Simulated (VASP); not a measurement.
# MgI2 (P-3m1) in VASP: further runs

Aim: see how the results for MgI2 move with the level of theory and the settings. Levels: HSE06, PBE-based screened hybrid with 100 % exact exchange. Tasks: single point.

Everything below comes from runs of VASP 6.6.1. Logs are shortened: lines on timing, memory, paths and dates and some standing lists are left out, and cuts for length are marked.

**1. The cell of the first run**

It takes space group P-3m1 (No. 164, trigonal). The conventional cell has a = 4.157 Å, b = 4.157 Å, c = 6.876 Å, α = 90.00°, β = 90.00°, γ = 120.00°. Mg (site symmetry -3m) has 6 I at 2.92 Å within 3.8 Å. Within 3.8 Å of I (site symmetry 3m) lie 3 Mg at 2.92 Å.

**2. Single point, HSE06**

POSCAR

```
MgI2
1.0
    4.1566377955      0.0000000000      0.0000000000
   -2.0783188977      3.5997539252      0.0000000000
    0.0000000000      0.0000000000      6.8756120274
Mg I
1 2
Direct
    0.0000000000      0.0000000000      0.0000000000
    0.3333333333      0.6666666667      0.2425739793
    0.6666666667      0.3333333333      0.7574260207
```

INCAR.step1

```
SYSTEM = MgI2
  ALGO = Normal
  EDIFF = 1E-5
  ENCUT = 520
  GGA = PE
  ISIF = 2
  ISMEAR = 0
  LASPH = .True.
  LCHARG = .False.
  LREAL = .False.
  LWAVE = .True.
  NBANDS = 15
  NELM = 60
  PREC = Accurate
  SIGMA = 0.01
```

INCAR.step2

```
SYSTEM = MgI2
  ALGO = Normal
  EDIFF = 1E-7
  ENCUT = 520
  GGA = PE
  HFSCREEN = 0.2079
  ISIF = 2
  ISMEAR = 0
  ISTART = 1
  LASPH = .True.
  LCHARG = .False.
  LHFCALC = .True.
  LREAL = .False.
  LWAVE = .False.
  NBANDS = 15
  NELM = 60
  PREC = Accurate
  PRECFOCK = Normal
  SIGMA = 0.01
```

KPOINTS

```
k-points
0
Gamma
  6 6 2
  0 0 0
```

Potentials or basis: VASP PAW PBE potentials, release 64 (Mg, I).

Command:

```console
$ cat potpaw_PBE.64/Mg/POTCAR potpaw_PBE.64/I/POTCAR > POTCAR
$ cp INCAR.step1 INCAR
$ mpirun -np 1 vasp_std > vasp.out
$ cp INCAR.step2 INCAR
$ mpirun -np 1 vasp_std > vasp.out
```

OUTCAR:

```text
SYSTEM = MgI2
   EDIFF = 1E-7
   ENCUT = 520
   GGA = PE
   HFSCREEN = 0.2079
   ISIF = 2
   ISMEAR = 0
   ISTART = 1
   LASPH = .True.
   LHFCALC = .True.
   LREAL = .False.
   NELM = 60
   PREC = Accurate
   PRECFOCK = Normal

 ion  position               nearest neighbor table
   1  0.000  0.000  0.000-   2 2.92   3 2.92   2 2.92   3 2.92   3 2.92   2 2.92
   2  0.333  0.667  0.243-   1 2.92   1 2.92   1 2.92
   3  0.667  0.333  0.757-   1 2.92   1 2.92   1 2.92

  LATTYP: Found a hexagonal cell.
 ALAT       =     4.1566377955
 C/A-ratio  =     1.6541282560

  Lattice vectors:

 A1 = (   4.1566377955,   0.0000000000,   0.0000000000)
 A2 = (  -2.0783188977,   3.5997539252,   0.0000000000)
 A3 = (   0.0000000000,   0.0000000000,   6.8756120274)

Analysis of symmetry for initial positions (statically):
=====================================================================
 Subroutine PRICEL returns:
 Original cell was already a primitive cell.

 Routine SETGRP: Setting up the symmetry group for a
 hexagonal supercell.

 Subroutine GETGRP returns: Found 12 space group operations
 (whereof 12 operations were pure point group operations)
 out of a pool of 24 trial point group operations.

The static configuration has the point symmetry D_3d.

Analysis of symmetry for dynamics (positions and initial velocities):
=====================================================================
 Subroutine PRICEL returns:
 Original cell was already a primitive cell.

 Routine SETGRP: Setting up the symmetry group for a
 hexagonal supercell.

 Subroutine GETGRP returns: Found 12 space group operations
 (whereof 12 operations were pure point group operations)
 out of a pool of 24 trial point group operations.

The dynamic configuration has the point symmetry D_3d.

 Subroutine INISYM returns: Found 12 space group operations
 (whereof 12 operations are pure point group operations),
 and found     1 'primitive' translations

----------------------------------------------------------------------------------------

                                     Primitive cell

  volume of cell :     102.8789

  direct lattice vectors                    reciprocal lattice vectors
     4.156637796  0.000000000  0.000000000     0.240579057  0.138898383  0.000000000
    -2.078318898  3.599753925  0.000000000     0.000000000  0.277796766  0.000000000
     0.000000000  0.000000000  6.875612027     0.000000000  0.000000000  0.145441598

  length of vectors
     4.156637796  4.156637795  6.875612027     0.277796766  0.277796766  0.145441598

  position of ions in fractional coordinates (direct lattice)
     0.000000000  0.000000000  0.000000000
     0.333333333  0.666666667  0.242573979
     0.666666667  0.333333333  0.757426021

  ion indices of the primitive-cell ions
   primitive index   ion index
                 1           1
                 2           2
                 3           3

----------------------------------------------------------------------------------------

 KPOINTS: k-points

Automatic generation of k-mesh.
 Grid dimensions read from file:
 generate k-points for:    6    6    2

 Generating k-lattice:

  Cartesian coordinates                     Fractional coordinates (reciprocal lattice)
     0.040096509  0.023149731  0.000000000     0.166666667  0.000000000  0.000000000
     0.000000000  0.046299461  0.000000000     0.000000000  0.166666667  0.000000000
     0.000000000  0.000000000  0.072720799     0.000000000  0.000000000  0.500000000

  Length of vectors
     0.046299461  0.046299461  0.072720799

  Shift w.r.t. Gamma in fractional coordinates (k-lattice)
     0.000000000  0.000000000  0.000000000

 Subroutine IBZKPT returns following result:
 ===========================================

 Found     14 irreducible k-points:

 Following reciprocal coordinates:
            Coordinates               Weight
  0.000000  0.000000  0.000000      1.000000
  0.166667  0.000000  0.000000      6.000000
  0.333333  0.000000  0.000000      6.000000
  0.500000  0.000000  0.000000      3.000000
  0.166667  0.166667  0.000000      6.000000
  0.333333  0.166667  0.000000     12.000000
  0.333333  0.333333  0.000000      2.000000
  0.000000  0.000000  0.500000      1.000000
  0.166667  0.000000  0.500000      6.000000
  0.333333  0.000000  0.500000      6.000000
  0.500000  0.000000  0.500000      3.000000
  0.166667  0.166667  0.500000      6.000000
  0.333333  0.166667  0.500000     12.000000
  0.333333  0.333333  0.500000      2.000000
   k-points           NKPTS =     14   k-points in BZ     NKDIM =     72   number of bands    NBANDS=     15
   number of dos      NEDOS =    301   number of ions     NIONS =      3
   total plane-waves  NPLWV =  55296
   dimension x,y,z NGX =    32 NGY =   32 NGZ =   54
   dimension x,y,z NGXF=    64 NGYF=   64 NGZF=  108
   ions per type =               1   2
   NGX,Y,Z   is equivalent  to a cutoff of  12.80, 12.80, 13.06 a.u.
   NGXF,Y,Z  is equivalent  to a cutoff of  25.60, 25.60, 26.11 a.u.
 SYSTEM =  MgI2
   PREC   = accura    normal or accurate (medium, high low for compatibility)
   ISTART =      1    job   : 0-new  1-cont  2-samecut
   ICHARG =      0    charge: 1-file 2-atom 10-const
   ISPIN  =      1    spin polarized calculation?
   LNONCOLLINEAR =      F non collinear calculations
   LSORBIT =      F    spin-orbit coupling
   LASPH  =      T    aspherical Exc in radial PAW
   ENCUT  =  520.0 eV  38.22 Ry    6.18 a.u.   7.73  7.73 12.78*2*pi/ulx,y,z
   NELM   =     60;   NELMIN=  2; NELMDL=  0     # of ELM steps
   EDIFF  = 0.1E-06   stopping-criterion for ELM
   LREAL  =      F    real-space projection
   EDIFFG = 0.1E-05   stopping-criterion for IOM
   NSW    =      0    number of steps for IOM
   IBRION =     -1    ionic relax: 0-MD 1-quasi-New 2-CG
   NFREE  =      0    steps in history (QN), initial steepest desc. (CG)
   ISIF   =      2    stress and relaxation
   ISYM   =      3    0-nonsym 1-usesym 2-fastsym
   POTIM  = 0.5000    time-step for ionic-motion
   TEBEG  =    0.0;   TEEND  =   0.0 temperature during run
   PSTRESS=    0.0 pullay stress
   NELECT =      16.0000    total number of electrons
   NUPDOWN=      -1.0000    fix difference up-down
   EMIN   =  10.00;   EMAX   =-10.00  energy-range for DOS
   EFERMI =   0.00;   METHOD = LEGACY
   ISMEAR =     0;   SIGMA  =   0.01  broadening in eV -4-tet -1-fermi 0-gaus
   EFERMI_NEDOS =   21; number of points for ismear=-14 and -15
   IALGO  =     38    algorithm
   IMIX   =      1    mixing-type and parameters
     AMIX     =   0.40;   BMIX     =  1.00
     AMIX_MAG =   1.60;   BMIX_MAG =  1.00
  volume/ion in A,a.u.               =      34.29       231.42
  Fermi-wavevector in a.u.,A,eV,Ry     =   0.880385  1.663687 10.545576  0.775078
  Thomas-Fermi vector in A             =   2.000738
   LORBIT       =      0    0 simple, 1 ext, 2 COOP (PROOUT), +10 PAW based schemes
   GGA     = PE    functional components
   LHFCALC =     T    Hartree Fock is set to
   PRECFOCK=normal    Normal, Fast or Accurate (Low or Medium for compatibility)
   ENCUT4O =  -1.0   cutoff for four orbital integrals eV
   NKREDX  =     1    reduce k-point grid by
   NKREDY  =     1    reduce k-point grid by
   NKREDZ  =     1    reduce k-point grid by
   AEXX    =    0.2500 exact exchange contribution
   HFSCREEN=    0.2079 screening length (either q_TF or 0.3 A-1)
   HFSCREENC=   0.2079 screening length for correlation (either q_TF or 0.3 A-1)
   ENCUTFOCK=  -1.0 apply spherical cutoff to Coloumb kernel
   IVDW    =     0    specifies the selected vdW correction
   LEPSILON=     F    determine dielectric tensor
   LRPA    =     F    only Hartree local field effects (RPA)
 non-spin polarized calculation
 Gauss-broadening in eV      SIGMA  =   0.01
  energy-cutoff  :      520.00
  volume of cell :      102.88
 maximum number of plane-waves:      2802
 NGX is ok and might be reduce to    32
  NGX = 24; NGY = 24; NGZ = 40

 number of electron      16.0000001 magnetization

 Free energy of the ion-electron system (eV)
  ---------------------------------------------------
  ext. energy  EPLUGINS =         0.00000000
  ---------------------------------------------------
  free energy    TOTEN  =        -9.18964684 eV

  energy without entropy =       -9.18964684  energy(sigma->0) =       -9.18964684

 E-fermi :   1.6736     XC(G=0):  -6.8725

 val. band max:        1.6090726415   @ k =   0.0000   0.0000   0.0000
 cond. band min:       6.0862655435   @ k =   0.5000   0.0000   0.5000
 fundamental gap:      4.4771929020
 Fermi energy:         1.6736082501

 k-point     1 :       0.0000    0.0000    0.0000
  band No.  band energies     occupation
      1     -11.5114      2.00000
      2     -10.7157      2.00000
      3      -2.2027      2.00000
      4       1.1240      2.00000
      5       1.1240      2.00000
      6       1.5329      2.00000
      7       1.5329      2.00000
      8       1.6091      2.00000
      9       6.2809      0.00000
     10       7.3349      0.00000
     11       9.3807      0.00000
     12       9.3807      0.00000
     13      10.1468      0.00000
     14      10.8490      0.00000
     15      10.8490      0.00000

 k-point     2 :       0.1667    0.0000    0.0000
  band No.  band energies     occupation
      1     -11.3540      2.00000
      2     -10.6357      2.00000
      3      -1.9881      2.00000
      4       0.0796      2.00000
      5       0.6459      2.00000
      6       0.7911      2.00000
      7       1.4737      2.00000
      8       1.5024      2.00000
      9       7.1792      0.00000
     10       7.9942      0.00000
     11       8.8394      0.00000
     12       9.7739      0.00000
     13       9.8657      0.00000
     14      10.6900      0.00000
     15      11.2569      0.00000
[... 185 lines left out ...]
      3      -2.0775      2.00000
      4      -1.5813      2.00000
      5      -0.4676      2.00000
      6      -0.0436      2.00000
      7       0.8515      2.00000
      8       0.9869      2.00000
      9       6.8740      0.00000
     10       8.1696      0.00000
     11       8.8710      0.00000
     12       9.5520      0.00000
     13       9.8008      0.00000
     14      10.9631      0.00000
     15      11.9644      0.00000

 k-point    14 :       0.3333    0.3333    0.5000
  band No.  band energies     occupation
      1     -10.5195      2.00000
      2     -10.5195      2.00000
      3      -1.7817      2.00000
      4      -1.3695      2.00000
      5      -1.3695      2.00000
      6      -0.7636      2.00000
      7       1.0191      2.00000
      8       1.0191      2.00000
      9       7.4443      0.00000
     10       8.3736      0.00000
     11       8.3736      0.00000
     12       9.9874      0.00000
     13      11.0589      0.00000
     14      11.3086      0.00000
     15      11.5298      0.00000

------------------------ aborting loop because EDIFF is reached ----------------------------------------

  FORCE on cell =-STRESS in cart. coord.  units (eV):
  Direction    XX          YY          ZZ          XY          YZ          ZX
  --------------------------------------------------------------------------------------
  -------------------------------------------------------------------------------------
  Total        0.1558674      0.1558674      0.2619062      0.0000000      0.0000000      0.0000000
  in kB        2.4273905      2.4273905      4.0787767      0.0000000      0.0000000      0.0000000
  external PRESSURE =       2.9778526 kB  Pullay stress =       0.0000000 kB

 VOLUME and BASIS-vectors are now :
 -----------------------------------------------------------------------------
  energy-cutoff  :      520.00
  volume of cell :      102.88
      direct lattice vectors                 reciprocal lattice vectors
     4.156637796  0.000000000  0.000000000     0.240579057  0.138898383  0.000000000
    -2.078318898  3.599753925  0.000000000     0.000000000  0.277796766  0.000000000
     0.000000000  0.000000000  6.875612027     0.000000000  0.000000000  0.145441598

 POSITION                                       TOTAL-FORCE (eV/Angst)
 -----------------------------------------------------------------------------------
      0.00000      0.00000      0.00000        -0.000000      0.000000      0.000000
     -0.00000      2.39984      1.66784         0.000000      0.000000     -0.127152
      2.07832      1.19992      5.20777        -0.000000      0.000000      0.127152
 -----------------------------------------------------------------------------------
    total drift:                                0.000000      0.000000     -0.000065

  FREE ENERGIE OF THE ION-ELECTRON SYSTEM (eV)
  ---------------------------------------------------
  free  energy   TOTEN  =        -9.1896468397 eV

  energy  without entropy=       -9.1896468397  energy(sigma->0) =       -9.18964684
```

Wall time 28 min (1 thread of Intel Xeon Platinum 8375C at 2.90GHz (Ice Lake), shared host); peak memory 0.36 GiB.

Results:

| Quantity | Value |
| --- | --- |
| Free energy | -9.1896 eV |
| Pressure | 0.3 GPa |
| Largest force | 0.127 eV/Å |
| Band gap on the k mesh | 4.48 eV (least direct gap 4.67 eV) |

Forces in eV/Å, atoms in the order of the input:
```
Mg   0.000  0.000  0.000
I    0.000  0.000 -0.127
I    0.000  0.000  0.127
```

Stress tensor (GPa, compression positive):
```
0.24 0.00 0.00
0.00 0.24 0.00
0.00 0.00 0.41
```

Caveat: the k points lie up to 0.46 Å⁻¹ apart; the PAW data sets were made with another functional, which shifts forces and pressure a little; spin-orbit coupling is left out, which moves the levels of the heavy elements; this functional lacks dispersion, which binds layers or chains, so the pressure and a relaxed spacing across them are unreliable. A k mesh can miss the band edges.

**3. Single point, PBE-based screened hybrid with 100 % exact exchange**

POSCAR is that of step 2.

INCAR.step1

```
SYSTEM = MgI2
ALGO     = Normal         ! electronic algorithm
EDIFF    = 1E-5           ! SCF threshold, eV
ENCUT    = 520            ! plane-wave cutoff, eV
GGA      = PE             ! functional
ISIF     = 2              ! what is computed and relaxed
ISMEAR   = 0              ! smearing method
LASPH    = .TRUE.         ! aspherical terms in the spheres
LCHARG   = .FALSE.        ! write CHGCAR
LREAL    = .FALSE.        ! projectors in reciprocal space
LWAVE    = .TRUE.         ! write WAVECAR
NBANDS   = 15             ! bands
NELM     = 100            ! most SCF steps
PREC     = Accurate       ! precision mode
SIGMA    = 0.01           ! smearing width, eV
```

INCAR.step2

```
SYSTEM = MgI2
AEXX     = 1.0            ! exact-exchange fraction
AGGAC    = 1.0          
ALDAC    = 1.0          
ALGO     = Normal         ! electronic algorithm
EDIFF    = 1E-7           ! SCF threshold, eV
ENCUT    = 520            ! plane-wave cutoff, eV
GGA      = PE             ! functional
HFSCREEN = 0.3            ! screening, 1/A
ISIF     = 2              ! what is computed and relaxed
ISMEAR   = 0              ! smearing method
ISTART   = 1            
LASPH    = .TRUE.         ! aspherical terms in the spheres
LCHARG   = .FALSE.        ! write CHGCAR
LHFCALC  = .TRUE.         ! exact exchange
LREAL    = .FALSE.        ! projectors in reciprocal space
LWAVE    = .FALSE.        ! write WAVECAR
NBANDS   = 15             ! bands
NELM     = 100            ! most SCF steps
PREC     = Accurate       ! precision mode
PRECFOCK = Normal       
SIGMA    = 0.01           ! smearing width, eV
```

KPOINTS

```
k-points
0
G
  6 6 2
  0 0 0
```

Potentials or basis: VASP PAW PBE potentials, release 64 (Mg, I).

Command:

```console
$ cat potpaw_PBE.64/Mg/POTCAR potpaw_PBE.64/I/POTCAR > POTCAR
$ cp INCAR.step1 INCAR
$ mpirun -np 1 vasp_std > vasp.out
$ cp INCAR.step2 INCAR
$ mpirun -np 1 vasp_std > vasp.out
```

Run time: 38 min. Hardware: 1 thread of Intel Xeon Platinum 8375C at 2.90GHz (Ice Lake), shared host; peak memory 0.36 GiB.

It converged, with:

```yaml
Free_energy: -13.3978 eV
Pressure: -1.6 GPa
Largest_force: 0.425 eV/Å
Band_gap_on_the_k_mesh: 6.65 eV (least direct gap 7.04 eV)
```

Forces in eV/Å, atoms in the order of the input:
```
Mg   0.000  0.000  0.000
I    0.000  0.000 -0.425
I    0.000  0.000  0.425
```

Levels at points of the mesh, in eV from the valence-band top:
```csv
k point,band 5,band 6,band 7,band 8,band 9,band 10,band 11,band 12
"(0.00, 0.00, 0.00)",-0.55,-0.07,-0.07,0.00,7.04,7.93,10.21,10.21
"(0.50, 0.00, 0.00)",-2.28,-1.71,-1.05,-0.55,6.70,8.55,8.55,10.43
"(0.00, 0.00, 0.50)",-0.43,-0.43,-0.20,-0.20,8.07,8.09,9.97,9.97
"(0.50, 0.00, 0.50)",-1.50,-1.38,-0.98,-0.83,6.65,8.29,8.79,9.31
```

Caveat: the k points lie up to 0.46 Å⁻¹ apart; the PAW data sets were made with another functional, which shifts forces and pressure a little; spin-orbit coupling is left out, which moves the levels of the heavy elements.
